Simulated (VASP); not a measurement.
The system is SnO.

```
Sn O
1.0
     3.88849    0.00000    0.00000
     0.00000    3.88849    0.00000
     0.00000    0.00000    4.98276
Sn O
2 2
Cartesian
  1.9442 0.0000 3.8099
  0.0000 1.9442 1.1728
  0.0000 0.0000 0.0000
  1.9442 1.9442 0.0000
```

Base run:

* Program: VASP 6.6.1
* Functional: BLYP
* Potentials or basis: VASP PAW PBE potentials, release 64 (Sn_d, O)
* Cutoff: 520 eV
* k mesh: 7 × 7 × 6
* Occupations: fermi-dirac, width 0.05 eV
* Spin: no spin polarisation

Its results: band gap on the k mesh 0.76 eV, indirect (least direct gap 2.12 eV); pressure 2.7 GPa; largest force 0.132 eV/Å.

**Question.** The run is repeated on the same cell with these changes: functional from BLYP to PBE; dispersion from none to D3(BJ). What comes out?

**Answer.** Band gap on the k mesh 0.58 eV, indirect (least direct gap 1.97 eV); pressure -3.2 GPa; largest force 0.298 eV/Å.

Several settings changed at once, so the effect can't be laid on one alone.

Caveats: spin-orbit coupling is left out, which moves the levels of the heavy elements; the PAW data sets were made with another functional, which shifts forces and pressure a little (some runs).

A k mesh can miss the band edges.
